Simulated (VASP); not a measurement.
A run of VASP 6.6.1 is set up as follows.

INCAR

```
PREC     = Accurate       # precision mode
ENCUT    = 520            # plane-wave cutoff, eV
EDIFF    = 1E-7           # SCF threshold, eV
ISMEAR   = 0              # smearing method
SIGMA    = 0.15           # smearing width, eV
LREAL    = F              # projectors in reciprocal space
LASPH    = T              # aspherical terms in the spheres
NELM     = 60             # most SCF steps
ALGO     = Fast           # electronic algorithm
ISIF     = 2              # what is computed and relaxed
LWAVE    = F              # write WAVECAR
LCHARG   = T              # write CHGCAR
GGA      = PE             # functional
LELF     = T              # ELF
LVHAR    = T            
NBANDS   = 12             # bands
```

The input KPOINTS:

```
regular mesh
0
Gamma
  24 24 24
```

The input POSCAR:

```
Cu
1.0
    0.7067548213      2.2212294383      2.2212294383
    2.2212294383      0.7067548213      2.2212294383
    2.2212294383      2.2212294383      0.7067548213
Cu
1
Direct
    0.0000000000      0.0000000000      0.0000000000
```

Potentials or basis: VASP PAW PBE potentials, release 64 (Cu).

The run is started by

```sh
$ cat potpaw_PBE.64/Cu/POTCAR > POTCAR
$ mpirun -np 1 vasp_std > vasp.out
```

(1) Estimate the pressure.

Answers

(1) 64.8 GPa.
